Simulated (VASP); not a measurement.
# AlP: single point with PBEsol

AlP:

```
Al P
1.0
     0.00000   10.94000   10.94000
    10.94000    0.00000   10.94000
    10.94000   10.94000    0.00000
Al P
64 64
Direct
  0.00000 0.00000 0.00000
  0.50000 0.00000 0.00000
  0.00000 0.50000 0.00000
  0.00000 0.00000 0.50000
  0.25000 0.25000 0.25000
  0.50000 0.50000 0.00000
  0.50000 0.00000 0.50000
  0.75000 0.25000 0.25000
  0.00000 0.50000 0.50000
  0.25000 0.75000 0.25000
  0.25000 0.25000 0.75000
  0.50000 0.50000 0.50000
  0.75000 0.75000 0.25000
  0.75000 0.25000 0.75000
  0.25000 0.75000 0.75000
  0.75000 0.75000 0.75000
  0.00000 0.00000 0.25000
  0.25000 0.25000 0.00000
  0.50000 0.00000 0.25000
  0.75000 0.25000 0.00000
  0.00000 0.50000 0.25000
  0.25000 0.75000 0.00000
  0.00000 0.00000 0.75000
  0.25000 0.25000 0.50000
  0.50000 0.50000 0.25000
  0.75000 0.75000 0.00000
  0.50000 0.00000 0.75000
  0.75000 0.25000 0.50000
  0.00000 0.50000 0.75000
  0.25000 0.75000 0.50000
  0.50000 0.50000 0.75000
  0.75000 0.75000 0.50000
  0.00000 0.25000 0.00000
  0.25000 0.00000 0.25000
  0.50000 0.25000 0.00000
  0.75000 0.00000 0.25000
  0.00000 0.75000 0.00000
  0.00000 0.25000 0.50000
  0.25000 0.50000 0.25000
  0.50000 0.75000 0.00000
  0.25000 0.00000 0.75000
  0.50000 0.25000 0.50000
  0.75000 0.50000 0.25000
  0.75000 0.00000 0.75000
  0.00000 0.75000 0.50000
  0.25000 0.50000 0.75000
  0.50000 0.75000 0.50000
  0.75000 0.50000 0.75000
  0.25000 0.00000 0.00000
  0.75000 0.00000 0.00000
  0.00000 0.25000 0.25000
  0.25000 0.50000 0.00000
  0.25000 0.00000 0.50000
  0.50000 0.25000 0.25000
  0.75000 0.50000 0.00000
  0.75000 0.00000 0.50000
  0.00000 0.75000 0.25000
  0.00000 0.25000 0.75000
  0.25000 0.50000 0.50000
  0.50000 0.75000 0.25000
  0.50000 0.25000 0.75000
  0.75000 0.50000 0.50000
  0.00000 0.75000 0.75000
  0.50000 0.75000 0.75000
  0.06250 0.06250 0.06250
  0.56250 0.06250 0.06250
  0.06250 0.56250 0.06250
  0.06250 0.06250 0.56250
  0.31250 0.31250 0.31250
  0.56250 0.56250 0.06250
  0.56250 0.06250 0.56250
  0.81250 0.31250 0.31250
  0.06250 0.56250 0.56250
  0.31250 0.81250 0.31250
  0.31250 0.31250 0.81250
  0.56250 0.56250 0.56250
  0.81250 0.81250 0.31250
  0.81250 0.31250 0.81250
  0.31250 0.81250 0.81250
  0.81250 0.81250 0.81250
  0.06250 0.06250 0.31250
  0.31250 0.31250 0.06250
  0.56250 0.06250 0.31250
  0.81250 0.31250 0.06250
  0.06250 0.56250 0.31250
  0.31250 0.81250 0.06250
  0.06250 0.06250 0.81250
  0.31250 0.31250 0.56250
  0.56250 0.56250 0.31250
  0.81250 0.81250 0.06250
  0.56250 0.06250 0.81250
  0.81250 0.31250 0.56250
  0.06250 0.56250 0.81250
  0.31250 0.81250 0.56250
  0.56250 0.56250 0.81250
  0.81250 0.81250 0.56250
  0.06250 0.31250 0.06250
  0.31250 0.06250 0.31250
  0.56250 0.31250 0.06250
  0.81250 0.06250 0.31250
  0.06250 0.81250 0.06250
  0.06250 0.31250 0.56250
  0.31250 0.56250 0.31250
  0.56250 0.81250 0.06250
  0.31250 0.06250 0.81250
  0.56250 0.31250 0.56250
  0.81250 0.56250 0.31250
  0.81250 0.06250 0.81250
  0.06250 0.81250 0.56250
  0.31250 0.56250 0.81250
  0.56250 0.81250 0.56250
  0.81250 0.56250 0.81250
  0.31250 0.06250 0.06250
  0.81250 0.06250 0.06250
  0.06250 0.31250 0.31250
  0.31250 0.56250 0.06250
  0.31250 0.06250 0.56250
  0.56250 0.31250 0.31250
  0.81250 0.56250 0.06250
  0.81250 0.06250 0.56250
  0.06250 0.81250 0.31250
  0.06250 0.31250 0.81250
  0.31250 0.56250 0.56250
  0.56250 0.81250 0.31250
  0.56250 0.31250 0.81250
  0.81250 0.56250 0.56250
  0.06250 0.81250 0.81250
  0.56250 0.81250 0.81250
```

| Property | Result |
| --- | --- |
| Program | VASP 6.6.1 |
| Task | single point |
| Functional | PBEsol |
| Potentials or basis | VASP PAW PBE potentials, release 64 (Al, P) |
| Cutoff | 500 eV |
| k mesh | 1 × 1 × 1 |
| Occupations | fermi-dirac, width 0.05 eV |
| Spin | no spin polarisation |

```
Pressure               : 0.5 GPa
Band gap on the k mesh : 1.42 eV
```

Levels at points of the mesh, in eV from the valence-band top:
| k point | band 252 | band 253 | band 254 | band 255 | band 256 | band 257 | band 258 | band 259 | band 260 | band 261 |
| --- | --- | --- | --- | --- | --- | --- | --- | --- | --- | --- |
| (0.00, 0.00, 0.00) | -0.45 | -0.45 | 0.00 | 0.00 | 0.00 | 1.42 | 1.42 | 1.42 | 2.34 | 2.34 |

It took 32 min on 1 thread of Intel(R) Xeon(R) Platinum 8259CL CPU @ 2.50GHz (Skylake/Cascade Lake) (shared host), peak memory 2.5 GiB.

Caveat: the k points lie up to 0.50 Å⁻¹ apart; the PAW data sets were made with another functional, which shifts forces and pressure a little; an odd mesh through Γ misses points on the zone boundary, where band edges can lie.
